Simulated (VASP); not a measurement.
TiPt3, 4 atoms in the cell. Symmetry: Pm-3m, No. 221, cubic system. The conventional cell has a = 3.914 Å, b = 3.914 Å, c = 3.914 Å, α = 90.00°, β = 90.00°, γ = 90.00°. Ti (site symmetry m-3m) has 12 Pt at 2.77 Å within 3.6 Å. Within 3.6 Å of Pt (site symmetry 4/mmm) lie 4 Ti at 2.77 Å and 8 Pt at 2.77 Å. 

* Program: VASP 6.6.1
* Task: single point
* Functional: PBEsol
* Potentials or basis: VASP PAW PBE potentials, release 64 (Ti_sv, Pt)
* Cutoff: 520 eV
* k mesh: 12 × 12 × 12
* Occupations: gaussian, width 0.1 eV
* Spin: no spin polarisation
* Dipole correction: no
* Further INCAR settings: ALGO = Fast; EDIFF = 1e-06; NBANDS = 29

Potentials or basis: VASP PAW PBE potentials, release 64 (Ti_sv, Pt).

Run with:

```sh
$ cat potpaw_PBE.64/Ti_sv/POTCAR potpaw_PBE.64/Pt/POTCAR > POTCAR
$ mpirun -np 1 vasp_std > vasp.out
```

Hardware: 1 thread of Intel(R) Xeon(R) 6975P-C (Granite Rapids), with other jobs on the host.

Problem. Estimate the wall time of this run.

Solution. Wall time 2.4 min on 1 thread of Intel(R) Xeon(R) 6975P-C (Granite Rapids), with other jobs on the host, peak memory 0.26 GiB. Counts: scf iterations 36, k points 84.
